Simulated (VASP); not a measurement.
FeSi:

```xyz
2
Lattice="2.7091 0.0000 0.0000 0.0000 2.7091 0.0000 0.0000 0.0000 2.7091" Properties=species:S:1:pos:R:3 pbc="T T T"
Fe    1.3545    1.3545    1.3545
Si    0.0000    0.0000    0.0000
```

Base run:

```yaml
Program: VASP 6.6.1
Functional: LDA
Potentials_or_basis: VASP PAW LDA potentials, release 64 (Fe, Si)
Cutoff: 520 eV
k_mesh: 16 × 16 × 16
Occupations: gaussian, width 0.05 eV
Spin: no spin polarisation
```

Its results: band gap on the k mesh zero (band 6 reaches 11.95 eV, above the bottom of band 7 at 11.75 eV); pressure 1.1 GPa.

Q: The run is repeated on the same cell with these changes: potentials or basis from VASP PAW LDA potentials, release 64 (Fe, Si) to VASP PAW LDA potentials, release 64 (Fe_sv, Si); cutoff from 520 eV to 600 eV; further incar settings from ALGO = Normal; EDIFF = 1e-06; NBANDS = 13 to ALGO = Normal; EDIFF = 1e-06; NBANDS = 17; valence electrons from 12 to 20. What comes out?

A: Band gap on the k mesh zero (band 10 reaches 15.37 eV, above the bottom of band 11 at 15.20 eV); pressure -1.8 GPa.
